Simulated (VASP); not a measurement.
A run of VASP 6.6.1 is set up as follows.

Contents of INCAR:

```
SYSTEM = B3P
PREC = Accurate ; ENCUT = 500
EDIFF = 1E-6 ; ISMEAR = 0
SIGMA = 0.1 ; LREAL = .False.
LASPH = .True. ; NELM = 120
ALGO = Normal ; ISIF = 2
LWAVE = .False. ; LCHARG = .False.
GGA = PE ; NBANDS = 24
GGA_COMPAT = .False.
```

The input KPOINTS:

```
Automatic mesh
0
Gamma
  4 4 4
  0 0 0
```

Contents of POSCAR:

```
B3P
1.0
    4.5943343600      0.0000000000      0.0000000000
    0.0000000000      4.5943343600      0.0000000000
    0.0000000000      0.0000000000      4.5943343600
B P
6 2
Direct
    0.2947778500      0.0000000000      0.0000000000
    0.7052221500      0.0000000000      0.0000000000
    0.0000000000      0.2947778500      0.0000000000
    0.0000000000      0.7052221500      0.0000000000
    0.0000000000      0.0000000000      0.2947778500
    0.0000000000      0.0000000000      0.7052221500
    0.0000000000      0.0000000000      0.0000000000
    0.5000000000      0.5000000000      0.5000000000
```

Potentials or basis: VASP PAW PBE potentials, release 64 (B, P).

Launch:

```bash
$ cat potpaw_PBE.64/B/POTCAR potpaw_PBE.64/P/POTCAR > POTCAR
$ mpirun -np 1 vasp_std > vasp.out
```

Question: Predict the band gap on the k mesh.

Answer: Zero (bands 14 and 15 overlap by 0.52 eV).

Question: Estimate the pressure.

Answer: 119.4 GPa.

Question: What does it give for the largest force?

Answer: 31.412 eV/Å.

Forces on the atoms (eV/Å):
```
B    31.412   0.000   0.000
B   -31.412   0.000   0.000
B     0.000  31.412   0.000
B     0.000 -31.412   0.000
B     0.000   0.000  31.412
B     0.000   0.000 -31.412
P     0.000   0.000   0.000
P     0.000   0.000   0.000
```

Caveat: the cell stands under pressure; semilocal functionals underestimate gaps, so a narrow gap can read as zero; forces of over 1 eV/Å act on the atoms, so gaps and moduli don't describe the material at rest.
